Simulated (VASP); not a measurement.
Input of a VASP 6.6.1 run:

File INCAR:

```
ALGO = Normal ; EDIFF = 1E-7
ENCUT = 520 ; GGA = PE
ISIF = 2 ; ISMEAR = -1
LASPH = T ; LCHARG = F
LREAL = F ; LWAVE = F
NBANDS = 31 ; NELM = 100
PREC = Accurate ; SIGMA = 0.02
```

KPOINTS

```
k-points
0
Gamma
  6 6 4
```

The input POSCAR:

```
In2BiP
1.0
    4.4172657895      0.0000000000      0.0000000000
    0.0000000000      4.4172657895      0.0000000000
    0.0000000000      0.0000000000      6.3180346921
P In Bi
1 2 1
Direct
    0.0000000000      0.0000000000      0.0000000000
    0.0000000000      0.5000000000      0.7820975152
    0.5000000000      0.0000000000      0.2179024848
    0.5000000000      0.5000000000      0.5000000000
```

Potentials or basis: VASP PAW PBE potentials, release 64 (P, In_d, Bi_d).

Launch:

```sh
$ cat potpaw_PBE.64/P/POTCAR potpaw_PBE.64/In_d/POTCAR potpaw_PBE.64/Bi_d/POTCAR > POTCAR
$ mpirun -np 1 vasp_std > vasp.out
```

(1) What does it give for the pressure?

(2) Predict the largest force.

(3) What does it give for the band gap on the k mesh?

## Answers

(1) 2.9 GPa.

(2) 0.047 eV/Å.

(3) zero (filled and empty bands touch).

Caveat: spin-orbit coupling is left out, which moves the levels of the heavy elements.
